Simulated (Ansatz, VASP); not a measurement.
## Ir2Rh3 in VASP and in Ansatz

```
CELL_PARAMETERS angstrom
2.73622 0.00000 0.00000
-1.36811 2.36963 0.00000
0.00000 0.00000 22.04597
ATOMIC_POSITIONS crystal
Ir 0.33333 0.66667 0.94927
Ir 0.33333 0.66667 0.15145
Ir 0.66667 0.33333 0.84855
Ir 0.66667 0.33333 0.05073
Rh 0.33333 0.66667 0.74852
Rh 0.33333 0.66667 0.35130
Rh 0.33333 0.66667 0.54960
Rh 0.66667 0.33333 0.25148
Rh 0.66667 0.33333 0.45040
Rh 0.66667 0.33333 0.64870
```

Alike in both runs: task single point; functional PBE; k mesh 6 × 6 × 1; occupations gaussian, width 0.1 eV; collinear spin.

|  | VASP | Ansatz |
| --- | --- | --- |
| version | VASP 6.6.1 | Ansatz 0.2.0 |
| potentials or method | VASP PAW PBE potentials, release 64 (Ir, Rh_pv), cutoff 520 eV | scalar-relativistic, plane waves, PAW |
| valence electrons in the cell | 126 | 170 |

Ansatz gave:

| Property | Result |
| --- | --- |
| gap on the k mesh at the Fermi level (eV) | none |
| pressure (GPa) | 0.5 |
| traceless stress, the component that is largest in VASP (GPa) | -3.40 |
| rms of the force components (eV/Å) | 0.031 |
| net moment per atom (μB) | 0.00 |

Q: What did VASP give for the same quantities?

A: gap on the k mesh at the Fermi level (eV): none; pressure (GPa): 0.7; traceless stress, the component that is largest in VASP (GPa): -3.32; rms of the force components (eV/Å): 0.024; net moment per atom (μB): 0.00.

Atom by atom the forces differ by 0.007 eV/Å (rms over components). A gap of «none» marks a metal or a gap that the smearing closes. The functional is the same, so the differences come from potentials, cutoffs and numerics. VASP's potentials hold 126 valence electrons a cell and Ansatz's 170, so a difference there can come from the potentials and not from the codes. Ansatz's warnings: seeded moment not kept.

The k mesh is coarse, so the values compare programs but aren't converged. Spin-orbit coupling is off throughout.
